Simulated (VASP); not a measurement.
# Os (Fm-3m) in VASP: a series of runs

Runs on Os. Level: PBEsol. Tasks: electric field gradients.

All numbers are computed with VASP 6.6.1; they aren't measurements. Logs are shortened: lines on timing, memory, paths and dates and some standing lists are left out, and cuts for length are marked.

## 1. The cell of the first run

The structure is cubic, space group Fm-3m (No. 225). The conventional cell has a = 3.966 Å, b = 3.966 Å, c = 3.966 Å, α = 90.00°, β = 90.00°, γ = 90.00°. Os (site symmetry m-3m) has 12 Os at 2.80 Å within 3.7 Å.

## 2. Electric field gradients, PBEsol (volume scaled by 1.06)

Input file INCAR:

```
PREC = Accurate ; ENCUT = 520
EDIFF = 1E-8 ; ISMEAR = -1
SIGMA = 0.05 ; LREAL = False
LASPH = True ; NELM = 80
ALGO = Normal ; ISIF = 2
LWAVE = False ; LCHARG = False
GGA = PS ; LEFG = True
NBANDS = 10
```

Input file KPOINTS:

```
Automatic mesh
0
Gamma
  14 14 14
```

Input file POSCAR:

```
Os
1.0
    0.0000000000      1.9831469396      1.9831469396
    1.9831469396      0.0000000000      1.9831469396
    1.9831469396      1.9831469396      0.0000000000
Os
1
Direct
    0.0000000000      0.0000000000      0.0000000000
```

Potentials or basis: VASP PAW PBE potentials, release 64 (Os).

Launch:

```console
$ cat potpaw_PBE.64/Os/POTCAR > POTCAR
$ mpirun -np 1 vasp_std > vasp.out
```

OUTCAR:

```text
PREC = Accurate
   ENCUT = 520
   EDIFF = 1E-8
   ISMEAR = -1
   LREAL = False
   LASPH = True
   NELM = 80
   ISIF = 2
   GGA = PS

 ion  position               nearest neighbor table
   1  0.000  0.000  0.000-

  LATTYP: Found a face centered cubic cell.
 ALAT       =     3.9662938792

  Lattice vectors:

 A1 = (   0.0000000000,   1.9831469396,   1.9831469396)
 A2 = (   1.9831469396,   0.0000000000,   1.9831469396)
 A3 = (   1.9831469396,   1.9831469396,   0.0000000000)

Analysis of symmetry for initial positions (statically):
=====================================================================
 Subroutine PRICEL returns:
 Original cell was already a primitive cell.

 Routine SETGRP: Setting up the symmetry group for a
 face centered cubic supercell.

 Subroutine GETGRP returns: Found 48 space group operations
 (whereof 48 operations were pure point group operations)
 out of a pool of 48 trial point group operations.

The static configuration has the point symmetry O_h .

Analysis of symmetry for dynamics (positions and initial velocities):
=====================================================================
 Subroutine PRICEL returns:
 Original cell was already a primitive cell.

 Routine SETGRP: Setting up the symmetry group for a
 face centered cubic supercell.

 Subroutine GETGRP returns: Found 48 space group operations
 (whereof 48 operations were pure point group operations)
 out of a pool of 48 trial point group operations.

The dynamic configuration has the point symmetry O_h .

 Subroutine INISYM returns: Found 48 space group operations
 (whereof 48 operations are pure point group operations),
 and found     1 'primitive' translations

----------------------------------------------------------------------------------------

                                     Primitive cell

  volume of cell :      15.5989

  direct lattice vectors                    reciprocal lattice vectors
     0.000000000  1.983146940  1.983146940    -0.252124535  0.252124535  0.252124535
     1.983146940  0.000000000  1.983146940     0.252124535 -0.252124535  0.252124535
     1.983146940  1.983146940  0.000000000     0.252124535  0.252124535 -0.252124535

  length of vectors
     2.804593298  2.804593298  2.804593298     0.436692504  0.436692504  0.436692504

  position of ions in fractional coordinates (direct lattice)
     0.000000000  0.000000000  0.000000000

  ion indices of the primitive-cell ions
   primitive index   ion index
                 1           1

----------------------------------------------------------------------------------------

 KPOINTS: Automatic mesh

Automatic generation of k-mesh.
 Grid dimensions read from file:
 generate k-points for:   14   14   14

 Generating k-lattice:

  Cartesian coordinates                     Fractional coordinates (reciprocal lattice)
    -0.018008895  0.018008895  0.018008895     0.071428571  0.000000000  0.000000000
     0.018008895 -0.018008895  0.018008895     0.000000000  0.071428571  0.000000000
     0.018008895  0.018008895 -0.018008895     0.000000000  0.000000000  0.071428571

  Length of vectors
     0.031192322  0.031192322  0.031192322

  Shift w.r.t. Gamma in fractional coordinates (k-lattice)
     0.000000000  0.000000000  0.000000000

 Subroutine IBZKPT returns following result:
 ===========================================

 Found    104 irreducible k-points:

 Following reciprocal coordinates:
            Coordinates               Weight
  0.000000  0.000000  0.000000      1.000000
  0.071429  0.000000  0.000000      8.000000
  0.142857  0.000000  0.000000      8.000000
  0.214286  0.000000  0.000000      8.000000
  0.285714  0.000000  0.000000      8.000000
  0.357143  0.000000  0.000000      8.000000
[... 16 lines left out ...]
  0.214286  0.142857  0.000000     24.000000
  0.285714  0.142857  0.000000     24.000000
 [... further k-points ...]
   k-points           NKPTS =    104   k-points in BZ     NKDIM =    104   number of bands    NBANDS=     10
   number of dos      NEDOS =    301   number of ions     NIONS =      1
   total plane-waves  NPLWV =  13824
   dimension x,y,z NGX =    24 NGY =   24 NGZ =   24
   dimension x,y,z NGXF=    48 NGYF=   48 NGZF=   48
   ions per type =               1
   NGX,Y,Z   is equivalent  to a cutoff of  14.23, 14.23, 14.23 a.u.
   NGXF,Y,Z  is equivalent  to a cutoff of  28.45, 28.45, 28.45 a.u.
 SYSTEM =  unknown system
   PREC   = accura    normal or accurate (medium, high low for compatibility)
   ISTART =      0    job   : 0-new  1-cont  2-samecut
   ICHARG =      2    charge: 1-file 2-atom 10-const
   ISPIN  =      1    spin polarized calculation?
   LNONCOLLINEAR =      F non collinear calculations
   LSORBIT =      F    spin-orbit coupling
   LASPH  =      T    aspherical Exc in radial PAW
   ENCUT  =  520.0 eV  38.22 Ry    6.18 a.u.   5.21  5.21  5.21*2*pi/ulx,y,z
   NELM   =     80;   NELMIN=  2; NELMDL= -5     # of ELM steps
   EDIFF  = 0.1E-07   stopping-criterion for ELM
   LREAL  =      F    real-space projection
   EDIFFG = 0.1E-06   stopping-criterion for IOM
   NSW    =      0    number of steps for IOM
   IBRION =     -1    ionic relax: 0-MD 1-quasi-New 2-CG
   NFREE  =      0    steps in history (QN), initial steepest desc. (CG)
   ISIF   =      2    stress and relaxation
   ISYM   =      2    0-nonsym 1-usesym 2-fastsym
   POTIM  = 0.5000    time-step for ionic-motion
   TEBEG  =    0.0;   TEEND  =   0.0 temperature during run
   PSTRESS=    0.0 pullay stress
   NELECT =       8.0000    total number of electrons
   NUPDOWN=      -1.0000    fix difference up-down
   EMIN   =  10.00;   EMAX   =-10.00  energy-range for DOS
   EFERMI =   0.00;   METHOD = LEGACY
   ISMEAR =    -1;   SIGMA  =   0.05  broadening in eV -4-tet -1-fermi 0-gaus
   EFERMI_NEDOS =   21; number of points for ismear=-14 and -15
   IALGO  =     38    algorithm
   IMIX   =      4    mixing-type and parameters
     AMIX     =   0.40;   BMIX     =  1.00
     AMIX_MAG =   1.60;   BMIX_MAG =  1.00
  volume/ion in A,a.u.               =      15.60       105.27
  Fermi-wavevector in a.u.,A,eV,Ry     =   1.310408  2.476312 23.363511  1.717170
  Thomas-Fermi vector in A             =   2.440941
   LORBIT       =      0    0 simple, 1 ext, 2 COOP (PROOUT), +10 PAW based schemes
   GGA     = PS    functional components
   LHFCALC =     F    Hartree Fock is set to
   AEXX    =    0.0000 exact exchange contribution
   IVDW    =     0    specifies the selected vdW correction
   LEPSILON=     F    determine dielectric tensor
   LRPA    =     F    only Hartree local field effects (RPA)
 non-spin polarized calculation
  energy-cutoff  :      520.00
  volume of cell :       15.60
 maximum number of plane-waves:       444
 NGX is ok and might be reduce to    24
   NGX = 11   NGY = 11   NGZ = 11

 number of electron       8.0000000 magnetization

 Free energy of the ion-electron system (eV)
  ---------------------------------------------------
  ext. energy  EPLUGINS =         0.00000000
  ---------------------------------------------------
  free energy    TOTEN  =       -11.88969086 eV

  energy without entropy =      -11.87863858  energy(sigma->0) =      -11.88416472

 E-fermi :   7.5823     XC(G=0): -13.5379

 val. band max:        7.5811882402   @ k =  -0.3571   0.3571   0.0000
 cond. band min:       7.5893951797   @ k =  -0.4286   0.3571   0.1429
 fundamental gap:      0.0082069395
 Fermi energy:         7.5822856525

 k-point     1 :       0.0000    0.0000    0.0000
  band No.  band energies     occupation
      1      -2.2881      2.00000
      2       5.0525      2.00000
      3       5.0525      2.00000
      4       5.0525      2.00000
      5       7.6360      0.50890
      6       7.6360      0.50890
      7      21.9268      0.00000
      8      27.0878      0.00000
      9      27.0878      0.00000
     10      27.0878      0.00000

 k-point     2 :       0.0714    0.0000    0.0000
  band No.  band energies     occupation
      1      -2.0762      2.00000
      2       4.9324      2.00000
      3       5.1455      2.00000
      4       5.1455      2.00000
      5       7.5747      1.07559
      6       7.5747      1.07559
      7      22.3042      0.00000
      8      25.9979      0.00000
      9      27.4480      0.00000
     10      27.4480      0.00000

 k-point     3 :       0.1429    0.0000    0.0000
  band No.  band energies     occupation
      1      -1.4752      2.00000
      2       4.6527      2.00000
      3       5.3608      2.00000
      4       5.3608      2.00000
      5       7.4780      1.77899
      6       7.4780      1.77899
      7      23.2491      0.00000
      8      24.1723      0.00000
      9      28.4744      0.00000
     10      28.4744      0.00000

 k-point     4 :       0.2143    0.0000    0.0000
  band No.  band energies     occupation
      1      -0.6127      2.00000
      2       4.4311      2.00000
      3       5.4938      2.00000
      4       5.4938      2.00000
      5       7.5967      0.85647
      6       7.5967      0.85647
      7      22.2109      0.00000
      8      24.3006      0.00000
      9      29.9876      0.00000
     10      29.9876      0.00000
[... 222 lines left out ...]
 k-point    22 :       0.1429    0.1429    0.0000
  band No.  band energies     occupation
      1      -1.1975      2.00000
      2       4.2491      2.00000
      3       5.6939      2.00000
      4       5.6939      2.00000
      5       6.7042      2.00000
      6       7.9693      0.00087
      7      23.8485      0.00000
      8      25.4377      0.00000
      9      27.2516      0.00000
     10      27.2516      0.00000

 k-point    23 :       0.2143    0.1429    0.0000
  band No.  band energies     occupation
      1      -0.5289      2.00000
      2       3.9127      2.00000
      3       5.8024      2.00000
      4       5.9937      2.00000
      5       6.6200      2.00000
      6       8.1601      0.00002
      7      24.2595      0.00000
      8      24.8895      0.00000
      9      27.2518      0.00000
     10      27.8306      0.00000

 k-point    24 :       0.2857    0.1429    0.0000
  band No.  band energies     occupation
      1       0.3323      2.00000
      2       3.7114      2.00000
      3       5.3727      2.00000
      4       6.1073      2.00000
      5       7.3575      1.97795
      6       8.5495      0.00000
      7      22.3638      0.00000
      8      25.3277      0.00000
      9      27.1450      0.00000
     10      28.1826      0.00000

 [... further k-points ...]

------------------------ aborting loop because EDIFF is reached ----------------------------------------

  FORCE on cell =-STRESS in cart. coord.  units (eV):
  Direction    XX          YY          ZZ          XY          YZ          ZX
  --------------------------------------------------------------------------------------
  -------------------------------------------------------------------------------------
  Total       -3.5599300     -3.5599300     -3.5599300     -0.0000000     -0.0000000      0.0000000
  in kB     -365.6430820   -365.6430820   -365.6430820     -0.0000000     -0.0000000      0.0000000
  external PRESSURE =    -365.6430820 kB  Pullay stress =       0.0000000 kB

 VOLUME and BASIS-vectors are now :
 -----------------------------------------------------------------------------
  energy-cutoff  :      520.00
  volume of cell :       15.60
      direct lattice vectors                 reciprocal lattice vectors
     0.000000000  1.983146940  1.983146940    -0.252124535  0.252124535  0.252124535
     1.983146940  0.000000000  1.983146940     0.252124535 -0.252124535  0.252124535
     1.983146940  1.983146940  0.000000000     0.252124535  0.252124535 -0.252124535

 POSITION                                       TOTAL-FORCE (eV/Angst)
 -----------------------------------------------------------------------------------
      0.00000      0.00000      0.00000        -0.000000      0.000000     -0.000000
 -----------------------------------------------------------------------------------
    total drift:                                0.000000      0.000000      0.000000

  FREE ENERGIE OF THE ION-ELECTRON SYSTEM (eV)
  ---------------------------------------------------
  free  energy   TOTEN  =       -11.8896908576 eV

  energy  without entropy=      -11.8786385847  energy(sigma->0) =      -11.88416472

 Electric field gradients (V/A^2)
---------------------------------------------------------------------
 ion       V_xx      V_yy      V_zz      V_xy      V_xz      V_yz
---------------------------------------------------------------------
   1      -0.000    -0.000     0.000     0.000     0.000     0.000
---------------------------------------------------------------------

 Electric field gradients after diagonalization (V/A^2)
 (convention: |V_zz| > |V_xx| > |V_yy|)
----------------------------------------------------------------------
 ion       V_xx      V_yy      V_zz     asymmetry (V_yy - V_xx)/ V_zz
----------------------------------------------------------------------
   1      -0.000    -0.000     0.000       0.000
----------------------------------------------------------------------

           NMR quadrupolar parameters

 Cq : quadrupolar parameter    Cq=e*Q*V_zz/h
 eta: asymmetry parameters     (V_yy - V_xx)/ V_zz
 Q  : nuclear electric quadrupole moment in mb (millibarn)
----------------------------------------------------------------------
 ion       Cq(MHz)       eta       Q (mb)
----------------------------------------------------------------------
   1       0.000       0.000       1.000
----------------------------------------------------------------------
```

Run time: 6.5 s. Hardware: 1 thread of Intel Xeon 6975P-C (Granite Rapids), shared host; peak memory 0.15 GiB.

Results:

| Property | Result |
| --- | --- |
| Free energy | -11.8897 eV |
| Pressure | -36.6 GPa |
| Band gap on the k mesh | zero (band 4 reaches 9.75 eV, above the bottom of band 5 at 6.47 eV) |

Caveat: without QUAD_EFG the Cq values of the log hold for a quadrupole moment of 1 mb, not for the nuclei; the PAW data sets were made with another functional, which shifts forces and pressure a little; spin-orbit coupling is left out, which moves the levels of the heavy elements.

(Part 1 of 2 ends here.)
